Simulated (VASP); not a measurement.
Input of a VASP 6.6.1 run:

File INCAR:

```
SYSTEM = Na
PREC = Accurate ; ENCUT = 520
EDIFF = 1E-7 ; ISMEAR = -1
SIGMA = 0.05 ; LREAL = .FALSE.
LASPH = .TRUE. ; NELM = 60
ALGO = Fast ; ISIF = 2
LWAVE = .FALSE. ; LCHARG = .TRUE.
GGA = PS ; LELF = .TRUE.
LVHAR = .TRUE. ; NBANDS = 14
```

The input KPOINTS:

```
Automatic mesh
0
G
  7 7 4
  0 0 0
```

File POSCAR:

```
Na
1.0
    3.6163200000      0.0000000000      0.0000000000
   -1.8081600000      3.1318249883      0.0000000000
    0.0000000000      0.0000000000      6.1540000000
Na
2
Direct
    0.6666666667      0.3333333333      0.7500000000
    0.3333333333      0.6666666667      0.2500000000
```

Potentials or basis: VASP PAW PBE potentials, release 64 (Na_pv).

Launch:

```sh
$ cat potpaw_PBE.64/Na_pv/POTCAR > POTCAR
$ mpirun -np 1 vasp_std > vasp.out
```

Question: What does it give for the pressure?

Answer: 0.4 GPa.

Question: Predict the band gap on the k mesh.

Answer: Zero (band 7 reaches 1.82 eV, above the bottom of band 8 at -1.91 eV).

Stress tensor (GPa, compression positive):
```
0.56 0.00 0.00
0.00 0.56 0.00
0.00 0.00 0.02
```

Caveat: the PAW data sets were made with another functional, which shifts forces and pressure a little.
